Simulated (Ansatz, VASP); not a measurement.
**Pt: VASP beside Ansatz**

INCAR

```
  PREC = Accurate
  ENCUT = 520
  EDIFF = 1E-6
  ISMEAR = -1
  SIGMA = 0.1
  LREAL = False
  LASPH = True
  NELM = 60
  ALGO = Normal
  ISIF = 2
  LWAVE = False
  LCHARG = False
  GGA = CA
  NBANDS = 17
```

The input KPOINTS:

```
Automatic mesh
0
Gamma
  11 11 11
```

POSCAR

```
Pt
1.0
    0.0000000000      2.8246276476      2.8246276476
    2.8246276476      0.0000000000      2.8246276476
    2.8246276476      2.8246276476      0.0000000000
Pt
2
Direct
    0.1250000000      0.1250000000      0.1250000000
    0.8750000000      0.8750000000      0.8750000000
```

Input for Ansatz:

```yaml
crystal:
  lattice:
    - [0.0, 2.8246276476, 2.8246276476]
    - [2.8246276476, 0.0, 2.8246276476]
    - [2.8246276476, 2.8246276476, 0.0]
  atoms:
    - { symbol: Pt, position: [0.125, 0.125, 0.125] }
    - { symbol: Pt, position: [0.875, 0.875, 0.875] }
hamiltonian:
  xc: lda
  pseudopotentials:
    kind: paw
    azcp:
      Pt: "pseudopotentials/Pt.paw.azcp"
basis:
  ecutwfc: 420
  fft_grid_basis: typed
kpoints:
  mp_grid: { grid: [11, 11, 11], shift: [0, 0, 0] }
magnetization:
  spin_polarized: false
scf:
  occupations: { method: fermi_dirac, width: 0.1 }
  lower_state_search: "off"
output:
  stress: true
```

Alike in both runs: task single point; functional LDA; k mesh 11 × 11 × 11; occupations fermi-dirac, width 0.1 eV; no spin polarisation.

|  | VASP | Ansatz |
| --- | --- | --- |
| version | VASP 6.6.1 | Ansatz 0.2.0 |
| potentials or method | VASP PAW LDA potentials, release 64 (Pt), cutoff 520 eV | plane waves (420 eV) with PAW, scalar-relativistic |
| valence electrons in the cell | 20 | 36 |

```tsv
	VASP	Ansatz	Ansatz less VASP
pressure (GPa)	0.0	-0.1	-0.04
```

Ansatz warns that its potentials were made for another functional, while VASP's fit it. LDA's correlation is that of Perdew and Zunger in VASP and of Perdew and Wang (1992) in Ansatz. VASP's potentials hold 20 valence electrons a cell and Ansatz's 36, so a difference there can come from the potentials and not from the codes.

Neither program's run includes spin-orbit coupling.
